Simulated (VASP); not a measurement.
# HPb4O8 (P-4) in VASP: single point with PBE+D3(BJ)

Aim: the single point of HPb4O8 with PBE+D3(BJ).

All numbers are computed with VASP 6.6.1; they aren't measurements. Logs are shortened: lines on timing, memory, paths and dates and some standing lists are left out, and cuts for length are marked.

### Step 1. The cell of the first run

Symmetry: P-4, No. 81, tetragonal system. Conventional cell: a = 5.073 Å, b = 5.073 Å, c = 6.973 Å, α = 90.00°, β = 90.00°, γ = 90.00°. Pb (site symmetry 2) has 6 O at 2.18 to 2.25 Å and 2 H at 2.71 Å within 2.9 Å. Pb (site symmetry 2) has 6 O at 2.19 to 2.30 Å within 2.9 Å. O (site symmetry 1) has 1 H at 1.72 Å and 3 Pb at 2.21 to 2.30 Å within 2.4 Å. O (site symmetry 1) has 3 Pb at 2.18 to 2.25 Å and 12 O at 2.79 to 3.59 Å and 1 H at 3.26 Å within 3.6 Å. H (site symmetry -4) has 4 O at 1.72 Å within 2.3 Å.

### Step 2. Single point, PBE+D3(BJ)

Input file INCAR:

```
PREC = Accurate ; ENCUT = 520
EDIFF = 1E-7 ; ISMEAR = 0
SIGMA = 0.1 ; LREAL = False
LASPH = True ; NELM = 100
ALGO = Normal ; ISIF = 2
LWAVE = False ; LCHARG = False
GGA = PE ; IVDW = 12
NBANDS = 64
```

Input file KPOINTS:

```
regular mesh
0
Gamma
  6 6 4
```

Input file POSCAR:

```
HPb4O8
1.0
    5.0725532268      0.0000000000      0.0000000000
    0.0000000000      5.0725532268      0.0000000000
    0.0000000000      0.0000000000      6.9729284050
Pb O H
4 8 1
Direct
    0.0000000000      0.0000000000     -0.0116298220
    0.0000000000      0.0000000000      0.4952734890
    0.5000000000      0.5000000000      0.2616298220
    0.5000000000      0.5000000000      0.7547265110
    0.2611626453      0.3482962995      0.0129841536
    0.3178202265      0.2934188653      0.5020140737
    0.1517037005      0.7611626453      0.2370158464
    0.2065811347      0.8178202265      0.7479859263
    0.7388373547      0.6517037005      0.0129841536
    0.6821797735      0.7065811347      0.5020140737
    0.8482962995      0.2388373547      0.2370158464
    0.7934188653      0.1821797735      0.7479859263
    0.0000000000      0.5000000000      0.1250000000
```

Potentials or basis: VASP PAW PBE potentials, release 64 (Pb_d, O, H).

Started as:

```sh
cat potpaw_PBE.64/Pb_d/POTCAR potpaw_PBE.64/O/POTCAR potpaw_PBE.64/H/POTCAR > POTCAR
mpirun -np 1 vasp_std > vasp.out
```

OUTCAR:

```text
PREC = Accurate
   ENCUT = 520
   EDIFF = 1E-7
   ISMEAR = 0
   LREAL = False
   LASPH = True
   NELM = 100
   ISIF = 2
   GGA = PE
   IVDW = 12
 IVDW          = 12

 ion  position               nearest neighbor table
   1  0.000  0.000  0.988-   8 2.18  12 2.18   9 2.21   5 2.21  11 2.25   7 2.25   2 3.44   2 3.53
                             4 3.94   4 3.94   4 3.94   4 3.94   3 4.06   3 4.06   3 4.06   3 4.06
   2  0.000  0.000  0.495-   6 2.19  10 2.19   8 2.25  12 2.25  11 2.30   7 2.30   1 3.44   1 3.53
                             3 3.94   3 3.94   3 3.94   3 3.94   4 4.02   4 4.02   4 4.02   4 4.02
   3  0.500  0.500  0.262-   6 2.18  10 2.18   7 2.21  11 2.21   5 2.25   9 2.25   4 3.44   4 3.53
                             2 3.94   2 3.94   2 3.94   2 3.94   1 4.06   1 4.06   1 4.06   1 4.06
   4  0.500  0.500  0.755-   8 2.19  12 2.19  10 2.25   6 2.25   5 2.30   9 2.30   3 3.44   3 3.53
                             1 3.94   1 3.94   1 3.94   1 3.94   2 4.02   2 4.02   2 4.02   2 4.02
   5  0.261  0.348  0.013-   1 2.21   3 2.25   4 2.30
   6  0.318  0.293  0.502-   3 2.18   2 2.19   4 2.25
   7  0.152  0.761  0.237-   3 2.21   1 2.25   2 2.30
   8  0.207  0.818  0.748-   1 2.18   4 2.19   2 2.25
   9  0.739  0.652  0.013-   1 2.21   3 2.25   4 2.30
  10  0.682  0.707  0.502-   3 2.18   2 2.19   4 2.25
  11  0.848  0.239  0.237-   3 2.21   1 2.25   2 2.30
  12  0.793  0.182  0.748-   1 2.18   4 2.19   2 2.25
  13  0.000  0.500  0.125-

  LATTYP: Found a simple tetragonal cell.
 ALAT       =     5.0725532268
 C/A-ratio  =     1.3746387851

  Lattice vectors:

 A1 = (   5.0725532268,   0.0000000000,   0.0000000000)
 A2 = (   0.0000000000,   5.0725532268,   0.0000000000)
 A3 = (   0.0000000000,   0.0000000000,   6.9729284050)

Analysis of symmetry for initial positions (statically):
=====================================================================
 Subroutine PRICEL returns:
 Original cell was already a primitive cell.

 Routine SETGRP: Setting up the symmetry group for a
 simple tetragonal supercell.

 Subroutine GETGRP returns: Found  4 space group operations
 (whereof  2 operations were pure point group operations)
 out of a pool of 16 trial point group operations.

The static configuration has the point symmetry C_2 .
 The point group associated with its full space group is S_4 .

Analysis of symmetry for dynamics (positions and initial velocities):
=====================================================================
 Subroutine PRICEL returns:
 Original cell was already a primitive cell.

[... 146 lines left out ...]
   EFERMI_NEDOS =   21; number of points for ismear=-14 and -15
   IALGO  =     38    algorithm
   IMIX   =      4    mixing-type and parameters
     AMIX     =   0.40;   BMIX     =  1.00
     AMIX_MAG =   1.60;   BMIX_MAG =  1.00
  volume/ion in A,a.u.               =      13.80        93.14
  Fermi-wavevector in a.u.,A,eV,Ry     =   1.369352  2.587700 25.512625  1.875125
  Thomas-Fermi vector in A             =   2.495235
   LORBIT       =      0    0 simple, 1 ext, 2 COOP (PROOUT), +10 PAW based schemes
   GGA     = PE    functional components
   LHFCALC =     F    Hartree Fock is set to
   AEXX    =    0.0000 exact exchange contribution
   IVDW    =    12    specifies the selected vdW correction
   LEPSILON=     F    determine dielectric tensor
   LRPA    =     F    only Hartree local field effects (RPA)
 non-spin polarized calculation
 Gauss-broadening in eV      SIGMA  =   0.10
  energy-cutoff  :      520.00
  volume of cell :      179.42
 maximum number of plane-waves:      4866
 NGX is ok and might be reduce to    40
   NGX = 19   NGY = 19   NGZ = 25

 number of electron     105.0000014 magnetization

 Free energy of the ion-electron system (eV)
  ---------------------------------------------------
  ext. energy  EPLUGINS =         0.00000000
  ---------------------------------------------------
  free energy    TOTEN  =       -66.55148374 eV

  energy without entropy =      -66.54689980  energy(sigma->0) =      -66.54919177

 E-fermi :   5.4200     XC(G=0): -10.4324

 val. band max:        5.3710100315   @ k =   0.1667   0.1667   0.5000
 cond. band min:       5.4689996597   @ k =   0.1667   0.0000   0.5000
 fundamental gap:      0.0979896282
 Fermi energy:         5.4199990372

 k-point     1 :       0.0000    0.0000    0.0000
  band No.  band energies     occupation
      1     -14.2043      2.00000
      2     -13.8420      2.00000
      3     -13.5128      2.00000
      4     -13.5128      2.00000
      5     -13.4911      2.00000
      6     -13.2396      2.00000
[... 1597 lines left out ...]
     63      12.0944      0.00000
     64      13.4350      0.00000

 [... further k-points ...]

------------------------ aborting loop because EDIFF is reached ----------------------------------------

 Edisp (eV)   -2.59549

 E8    (eV) :    -1.0834

  FORCE on cell =-STRESS in cart. coord.  units (eV):
  Direction    XX          YY          ZZ          XY          YZ          ZX
  --------------------------------------------------------------------------------------
  -------------------------------------------------------------------------------------
  Total       0.14716     0.14716     0.16780    -0.00000     0.00000     0.00000
  in kB       1.31411     1.31411     1.49841    -0.00000     0.00000     0.00000
  external pressure =        1.38 kB  Pullay stress =        0.00 kB

 VOLUME and BASIS-vectors are now :
 -----------------------------------------------------------------------------
  energy-cutoff  :      520.00
  volume of cell :      179.42
      direct lattice vectors                 reciprocal lattice vectors
     5.072553227  0.000000000  0.000000000     0.197139380  0.000000000  0.000000000
     0.000000000  5.072553227  0.000000000     0.000000000  0.197139380  0.000000000
     0.000000000  0.000000000  6.972928405     0.000000000  0.000000000  0.143411769

 POSITION                                       TOTAL-FORCE (eV/Angst)
 -----------------------------------------------------------------------------------
      0.00000      0.00000      6.89183        -0.000000      0.000000      0.012233
      0.00000      0.00000      3.45351        -0.000000      0.000000      0.004485
      2.53628      2.53628      1.82433        -0.000000      0.000000     -0.012233
      2.53628      2.53628      5.26265        -0.000000      0.000000     -0.004485
      1.32476      1.76675      0.09054        -0.002977      0.004997     -0.002283
      1.61216      1.48838      3.50051        -0.005908     -0.001945      0.005060
      0.76953      3.86104      1.65269        -0.004997     -0.002977      0.002283
      1.04789      4.14844      5.21565         0.001945     -0.005908     -0.005060
      3.74779      3.30580      0.09054         0.002977     -0.004997     -0.002283
      3.46039      3.58417      3.50051         0.005908      0.001945      0.005060
      4.30303      1.21152      1.65269         0.004997      0.002977      0.002283
      4.02466      0.92412      5.21565        -0.001945      0.005908     -0.005060
      0.00000      2.53628      0.87162        -0.000000      0.000000      0.000000
 -----------------------------------------------------------------------------------
    total drift:                                0.000000      0.000000     -0.000000

  FREE ENERGIE OF THE ION-ELECTRON SYSTEM (eV)
  ---------------------------------------------------
  free  energy   TOTEN  =       -69.1469715979 eV

  energy  without entropy=      -69.1423876639  energy(sigma->0) =      -69.14467963
```

Wall time 12 min (1 thread of Intel Xeon 8259CL, shared host); peak memory 0.46 GiB.

What came out:

| Item | Value |
| --- | --- |
| Free energy | -69.1470 eV |
| Pressure | 0.1 GPa |
| Largest force | 0.012 eV/Å |
| Band gap on the k mesh | zero (an odd number of electrons rules out a gap without spin polarisation) |
| Dispersion energy per atom | -0.200 eV |

Forces on the atoms (eV/Å):
```
Pb   0.000  0.000  0.012
Pb   0.000  0.000  0.004
Pb   0.000  0.000 -0.012
Pb   0.000  0.000 -0.004
O   -0.003  0.005 -0.002
O   -0.006 -0.002  0.005
O   -0.005 -0.003  0.002
O    0.002 -0.006 -0.005
O    0.003 -0.005 -0.002
O    0.006  0.002  0.005
O    0.005  0.003  0.002
O   -0.002  0.006 -0.005
H    0.000  0.000  0.000
```

Caveat: spin-orbit coupling is left out, which moves the levels of the heavy elements; an odd number of electrons without spin polarisation forces a metal; a magnetic or distorted state may lie lower.
